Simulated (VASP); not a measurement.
# MgSi4N (F-43m) in VASP: a series of runs

The runs below take MgSi4N through single point, relaxation of cell and atoms, with PBE.

Program: VASP 6.6.1. These are calculated values, not measurements. Logs are shortened: lines on timing, memory, paths and dates and some standing lists are left out, and cuts for length are marked.

## 1. The cell of the first run

Symmetry: F-43m, No. 216, cubic system. The conventional cell has a = 7.022 Å, b = 7.022 Å, c = 7.022 Å, α = 90.00°, β = 90.00°, γ = 90.00°. Within 3.8 Å of Mg (site symmetry -43m) lie 12 Si at 2.88 Å and 4 N at 3.04 Å. Si (site symmetry 3m) has 6 Si at 2.08 to 2.88 Å and 3 Mg at 2.88 Å and 3 N at 2.96 Å within 3.0 Å. N (site symmetry -43m) has 12 Si at 2.96 Å and 4 Mg at 3.04 Å within 3.9 Å.

The cell was built from a structure type or drawn by symmetry, and may not be a known phase.

## 2. Single point, PBE, collinear spin, ferromagnetic start

The input, INCAR:

```
  PREC = Accurate
  ENCUT = 520
  EDIFF = 1E-7
  ISMEAR = 0
  SIGMA = 0.1
  LREAL = F
  LASPH = T
  NELM = 150
  ALGO = Normal
  ISIF = 2
  LWAVE = F
  LCHARG = T
  ISPIN = 2
  MAGMOM = 0 0 0 0 0 1
  LORBIT = 11
  GGA = PE
  LELF = T
  LVHAR = T
  NBANDS = 24
```

The input, KPOINTS:

```
Automatic mesh
0
Gamma
  4 4 4
```

The input, POSCAR:

```
MgSi4N
1.0
    0.0000000000      3.5111088400      3.5111088400
    3.5111088400      0.0000000000      3.5111088400
    3.5111088400      3.5111088400      0.0000000000
Mg Si N
1 4 1
Direct
    0.7500000000      0.7500000000      0.7500000000
    0.3951668500      0.3951668500      0.3951668500
    0.3951668500      0.3951668500      0.8144994400
    0.3951668500      0.8144994400      0.3951668500
    0.8144994400      0.3951668500      0.3951668500
    0.0000000000      0.0000000000      0.0000000000
```

Potentials or basis: VASP PAW PBE potentials, release 64 (Mg, Si, N).

Launch:

```console
> cat potpaw_PBE.64/Mg/POTCAR potpaw_PBE.64/Si/POTCAR potpaw_PBE.64/N/POTCAR > POTCAR
> mpirun -np 1 vasp_std > vasp.out
```

OUTCAR:

```text
PREC = Accurate
   ENCUT = 520
   EDIFF = 1E-7
   ISMEAR = 0
   LREAL = F
   LASPH = T
   NELM = 150
   ISIF = 2
   ISPIN = 2
   LORBIT = 11
   GGA = PE

 ion  position               nearest neighbor table
   1  0.750  0.750  0.750-   3 2.88   4 2.88   3 2.88   5 2.88   4 2.88   5 2.88   2 2.88   2 2.88
                             2 2.88   3 2.88   4 2.88   5 2.88
   2  0.395  0.395  0.395-   3 2.08   4 2.08   5 2.08   1 2.88   1 2.88   1 2.88   4 2.88   3 2.88
                             5 2.88
   3  0.395  0.395  0.814-   2 2.08   4 2.08   5 2.08   1 2.88   1 2.88   1 2.88   2 2.88   5 2.88
                             4 2.88
   4  0.395  0.814  0.395-   2 2.08   3 2.08   5 2.08   1 2.88   1 2.88   1 2.88   2 2.88   5 2.88
                             3 2.88
   5  0.814  0.395  0.395-   2 2.08   3 2.08   4 2.08   1 2.88   1 2.88   1 2.88   2 2.88   3 2.88
                             4 2.88
   6  0.000  0.000  0.000-

  LATTYP: Found a face centered cubic cell.
 ALAT       =     7.0222176800

  Lattice vectors:

 A1 = (   0.0000000000,   3.5111088400,   3.5111088400)
 A2 = (   3.5111088400,   0.0000000000,   3.5111088400)
 A3 = (   3.5111088400,   3.5111088400,   0.0000000000)

Analysis of symmetry for initial positions (statically):
=====================================================================
 Subroutine PRICEL returns:
 Original cell was already a primitive cell.

 Routine SETGRP: Setting up the symmetry group for a
 face centered cubic supercell.

 Subroutine GETGRP returns: Found 24 space group operations
 (whereof 24 operations were pure point group operations)
 out of a pool of 48 trial point group operations.

The static configuration has the point symmetry T_d .

Analysis of symmetry for dynamics (positions and initial velocities):
=====================================================================
 Subroutine PRICEL returns:
 Original cell was already a primitive cell.

 Routine SETGRP: Setting up the symmetry group for a
 face centered cubic supercell.

 Subroutine GETGRP returns: Found 24 space group operations
 (whereof 24 operations were pure point group operations)
 out of a pool of 48 trial point group operations.

The dynamic configuration has the point symmetry T_d .

Analysis of structural, dynamic, and magnetic symmetry:
=====================================================================
 Subroutine PRICEL returns:
 Original cell was already a primitive cell.

 Routine SETGRP: Setting up the symmetry group for a
 face centered cubic supercell.

 Subroutine GETGRP returns: Found 24 space group operations
 (whereof 24 operations were pure point group operations)
 out of a pool of 48 trial point group operations.

The overall configuration has the point symmetry T_d .

 Subroutine INISYM returns: Found 24 space group operations
 (whereof 24 operations are pure point group operations),
 and found     1 'primitive' translations

----------------------------------------------------------------------------------------

                                     Primitive cell

  volume of cell :      86.5691

  direct lattice vectors                    reciprocal lattice vectors
     0.000000000  3.511108840  3.511108840    -0.142405155  0.142405155  0.142405155
     3.511108840  0.000000000  3.511108840     0.142405155 -0.142405155  0.142405155
     3.511108840  3.511108840  0.000000000     0.142405155  0.142405155 -0.142405155

  length of vectors
     4.965457740  4.965457740  4.965457740     0.246652964  0.246652964  0.246652964

  position of ions in fractional coordinates (direct lattice)
     0.750000000  0.750000000  0.750000000
     0.395166850  0.395166850  0.395166850
     0.395166850  0.395166850  0.814499440
     0.395166850  0.814499440  0.395166850
     0.814499440  0.395166850  0.395166850
     0.000000000  0.000000000  0.000000000

  ion indices of the primitive-cell ions
   primitive index   ion index
                 1           1
                 2           2
                 3           3
                 4           4
[... 34 lines left out ...]
  0.250000  0.250000  0.000000      6.000000
  0.500000  0.250000  0.000000     24.000000
 -0.250000  0.250000  0.000000     12.000000
  0.500000  0.500000  0.000000      3.000000
 -0.250000  0.500000  0.250000      6.000000
   k-points           NKPTS =      8   k-points in BZ     NKDIM =      8   number of bands    NBANDS=     24
   number of dos      NEDOS =    301   number of ions     NIONS =      6
   total plane-waves  NPLWV =  64000
   dimension x,y,z NGX =    40 NGY =   40 NGZ =   40
   dimension x,y,z NGXF=    80 NGYF=   80 NGZF=   80
   ions per type =               1   4   1
   NGX,Y,Z   is equivalent  to a cutoff of  13.39, 13.39, 13.39 a.u.
   NGXF,Y,Z  is equivalent  to a cutoff of  26.78, 26.78, 26.78 a.u.
 SYSTEM =  unknown system
   PREC   = accura    normal or accurate (medium, high low for compatibility)
   ISTART =      0    job   : 0-new  1-cont  2-samecut
   ICHARG =      2    charge: 1-file 2-atom 10-const
   ISPIN  =      2    spin polarized calculation?
   LNONCOLLINEAR =      F non collinear calculations
   LSORBIT =      F    spin-orbit coupling
   LASPH  =      T    aspherical Exc in radial PAW
   ENCUT  =  520.0 eV  38.22 Ry    6.18 a.u.   9.23  9.23  9.23*2*pi/ulx,y,z
   NELM   =    150;   NELMIN=  2; NELMDL= -5     # of ELM steps
   EDIFF  = 0.1E-06   stopping-criterion for ELM
   LREAL  =      F    real-space projection
   EDIFFG = 0.1E-05   stopping-criterion for IOM
   NSW    =      0    number of steps for IOM
   IBRION =     -1    ionic relax: 0-MD 1-quasi-New 2-CG
   NFREE  =      0    steps in history (QN), initial steepest desc. (CG)
   ISIF   =      2    stress and relaxation
   ISYM   =      2    0-nonsym 1-usesym 2-fastsym
   POTIM  = 0.5000    time-step for ionic-motion
   TEBEG  =    0.0;   TEEND  =   0.0 temperature during run
   PSTRESS=    0.0 pullay stress
   NELECT =      23.0000    total number of electrons
   NUPDOWN=      -1.0000    fix difference up-down
   EMIN   =  10.00;   EMAX   =-10.00  energy-range for DOS
   EFERMI =   0.00;   METHOD = LEGACY
   ISMEAR =     0;   SIGMA  =   0.10  broadening in eV -4-tet -1-fermi 0-gaus
   EFERMI_NEDOS =   21; number of points for ismear=-14 and -15
   IALGO  =     38    algorithm
   IMIX   =      4    mixing-type and parameters
     AMIX     =   0.40;   BMIX     =  1.00
     AMIX_MAG =   1.60;   BMIX_MAG =  1.00
  volume/ion in A,a.u.               =      14.43        97.37
  Fermi-wavevector in a.u.,A,eV,Ry     =   1.052438  1.988819 15.070161  1.107626
  Thomas-Fermi vector in A             =   2.187521
   LORBIT       =     11    0 simple, 1 ext, 2 COOP (PROOUT), +10 PAW based schemes
   GGA     = PE    functional components
   LHFCALC =     F    Hartree Fock is set to
   AEXX    =    0.0000 exact exchange contribution
   IVDW    =     0    specifies the selected vdW correction
   LEPSILON=     F    determine dielectric tensor
   LRPA    =     F    only Hartree local field effects (RPA)
 spin polarized calculation
 Gauss-broadening in eV      SIGMA  =   0.10
  energy-cutoff  :      520.00
  volume of cell :       86.57
 maximum number of plane-waves:      2346
 NGX is ok and might be reduce to    40
   NGX = 19   NGY = 19   NGZ = 19

 number of electron      23.0000000 magnetization       0.9391594

 Free energy of the ion-electron system (eV)
  ---------------------------------------------------
  ext. energy  EPLUGINS =         0.00000000
  ---------------------------------------------------
  free energy    TOTEN  =       -21.60801754 eV

  energy without entropy =      -21.59974517  energy(sigma->0) =      -21.60388135

 E-fermi :   7.2933     XC(G=0): -10.5547

 val. band max:        7.2586153011   @ k =   0.0000   0.0000   0.0000
 cond. band min:       7.3490043881   @ k =   0.0000   0.0000   0.0000
 fundamental gap:      0.0903890870
 Fermi energy:         7.2933347681

 spin component 1

 k-point     1 :       0.0000    0.0000    0.0000
  band No.  band energies     occupation
      1      -7.7902      1.00000
      2      -5.1046      1.00000
      3       1.0177      1.00000
      4       1.0177      1.00000
      5       1.0177      1.00000
      6       1.0867      1.00000
[... 197 lines left out ...]
     22      14.5398      0.00000
     23      15.2406      0.00000
 Fermi energy:         7.2933347681

 spin component 2

 k-point     1 :       0.0000    0.0000    0.0000
  band No.  band energies     occupation
      1      -7.6677      1.00000
      2      -4.2900      1.00000
      3       1.0582      1.00000
      4       1.0582      1.00000
      5       1.0582      1.00000
      6       1.2839      1.00000
[... 197 lines left out ...]
     22      14.6976      0.00000
     23      15.3113      0.00000
 [bands above 23 left out]

------------------------ aborting loop because EDIFF is reached ----------------------------------------

  FORCE on cell =-STRESS in cart. coord.  units (eV):
  Direction    XX          YY          ZZ          XY          YZ          ZX
  --------------------------------------------------------------------------------------
  -------------------------------------------------------------------------------------
  Total       12.6803014     12.6803014     12.6803014     -0.0000000     -0.0000000      0.0000000
  in kB      234.6806512    234.6806512    234.6806512     -0.0000000     -0.0000000      0.0000000
  external PRESSURE =     234.6806512 kB  Pullay stress =       0.0000000 kB

 VOLUME and BASIS-vectors are now :
 -----------------------------------------------------------------------------
  energy-cutoff  :      520.00
  volume of cell :       86.57
      direct lattice vectors                 reciprocal lattice vectors
     0.000000000  3.511108840  3.511108840    -0.142405155  0.142405155  0.142405155
     3.511108840  0.000000000  3.511108840     0.142405155 -0.142405155  0.142405155
     3.511108840  3.511108840  0.000000000     0.142405155  0.142405155 -0.142405155

 POSITION                                       TOTAL-FORCE (eV/Angst)
 -----------------------------------------------------------------------------------
      5.26666      5.26666      5.26666        -0.000000     -0.000000     -0.000000
      2.77495      2.77495      2.77495        -6.078980     -6.078980     -6.078980
      4.24727      4.24727      2.77495         6.078980      6.078980     -6.078980
      4.24727      2.77495      4.24727         6.078980     -6.078980      6.078980
      2.77495      4.24727      4.24727        -6.078980      6.078980      6.078980
      0.00000      0.00000      0.00000        -0.000000     -0.000000     -0.000000
 -----------------------------------------------------------------------------------
    total drift:                                0.000003      0.000003      0.000003

  FREE ENERGIE OF THE ION-ELECTRON SYSTEM (eV)
  ---------------------------------------------------
  free  energy   TOTEN  =       -21.6080175417 eV

  energy  without entropy=      -21.5997451660  energy(sigma->0) =      -21.60388135

 total charge

# of ion       s       p       d       tot
------------------------------------------
    1        0.156   0.123   0.039   0.318
    2        0.834   0.938   0.000   1.772
    3        0.834   0.938   0.000   1.772
    4        0.834   0.938   0.000   1.772
    5        0.834   0.938   0.000   1.772
    6        1.356   1.997   0.000   3.353
--------------------------------------------------
tot          4.847   5.872   0.039  10.758

 magnetization (x)

# of ion       s       p       d       tot
------------------------------------------
    1        0.005   0.000   0.002   0.007
    2        0.020   0.012   0.000   0.032
    3        0.020   0.012   0.000   0.032
    4        0.020   0.012   0.000   0.032
    5        0.020   0.012   0.000   0.032
    6        0.013   0.472   0.000   0.485
--------------------------------------------------
tot          0.098   0.519   0.002   0.618
```

Wall time 70 s (1 thread of Intel Xeon 6975P-C (Granite Rapids), shared host); peak memory 0.29 GiB.

Results:

```
Free energy                                           : -21.6080 eV
Pressure                                              : 23.5 GPa
Largest force                                         : 10.529 eV/Å
Net moment                                            : 0.94 μB per cell
Site moments                                          : Mg +0.01; Si +0.03; N +0.48 μB
Valence electrons inside the program's atomic spheres : Mg 0.32; Si 1.77; N 3.35
```

Forces in eV/Å, atoms in the order of the input:
```
Mg   0.000  0.000  0.000
Si  -6.079 -6.079 -6.079
Si   6.079  6.079 -6.079
Si   6.079 -6.079  6.079
Si  -6.079  6.079  6.079
N    0.000  0.000  0.000
```

Caveat: the k points lie up to 0.39 Å⁻¹ apart; forces of over 1 eV/Å act on the atoms, so gaps and moduli don't describe the material at rest.

## 3. Single point, PBE, collinear spin, ferromagnetic start

This run uses another cell than the first one, of 14.73 Å³/atom.

The input, INCAR:

```
SYSTEM = MgSi4N
PREC = Accurate
ENCUT = 520
EDIFF = 1E-7
ISMEAR = 0
SIGMA = 0.1
LREAL = .False.
LASPH = .True.
NELM = 150
ALGO = Normal
ISIF = 2
LWAVE = .False.
LCHARG = .False.
ISPIN = 2
MAGMOM = 0 0 0 0 0 1
LORBIT = 11
GGA = PE
NBANDS = 24
```

The input, KPOINTS:

```
regular mesh
0
Gamma
  4 4 4
  0 0 0
```

The input, POSCAR:

```
MgSi4N
1.0
    0.0000000000      3.5352222029      3.5352222029
    3.5352222029      0.0000000000      3.5352222029
    3.5352222029      3.5352222029      0.0000000000
Mg Si N
1 4 1
Direct
    0.7500000000      0.7500000000      0.7500000000
    0.3743402614      0.3743402614      0.3743402614
    0.3743402614      0.3743402614      0.8769792159
    0.3743402614      0.8769792159      0.3743402614
    0.8769792159      0.3743402614      0.3743402614
    0.0000000000      0.0000000000      0.0000000000
```

Potentials or basis: VASP PAW PBE potentials, release 64 (Mg, Si, N).

Launch:

```console
> cat potpaw_PBE.64/Mg/POTCAR potpaw_PBE.64/Si/POTCAR potpaw_PBE.64/N/POTCAR > POTCAR
> mpirun -np 1 vasp_std > vasp.out
```

Run time: 72 s. Hardware: 1 thread of Intel Xeon 6975P-C (Granite Rapids), shared host; peak memory 0.29 GiB.

It converged, with:

* Free energy: -26.1231 eV
* Pressure: -0.2 GPa
* Net moment: 0.91 μB per cell
* Site moments: Mg -0.00; Si +0.01; N +0.63 μB
* Valence electrons inside the program's atomic spheres: Mg 0.31; Si 1.60; N 3.37

Levels at points of the mesh, in eV from the Fermi level:
Spin up:
```
           k point  band 9  band 10  band 11  band 12  band 13  band 14  band 15  band 16
(0.00, 0.00, 0.00)   -4.45    -1.56    -1.56    -1.56    -1.48    -1.48     0.11     4.84
(0.50, 0.00, 0.00)   -1.67    -0.75    -0.75     0.87     0.87     1.13     1.45     2.87
(0.50, 0.50, 0.00)   -1.06    -0.64     0.60     0.60     0.81     0.89     1.43     2.01
```
Spin down:
```
           k point  band 7  band 8  band 9  band 10  band 11  band 12  band 13  band 14  band 15  band 16
(0.00, 0.00, 0.00)   -4.34   -4.34   -4.34    -1.50    -1.50    -0.87    -0.87    -0.87     0.15     5.24
(0.50, 0.00, 0.00)   -4.10   -4.10   -1.06    -0.24    -0.24     0.93     0.93     1.20     1.95     3.22
(0.50, 0.50, 0.00)   -3.11   -0.24   -0.24     0.41     0.79     0.79     0.84     0.91     1.37     2.01
```

Caveat: the k points lie up to 0.38 Å⁻¹ apart.

[end of part 1 of 2]
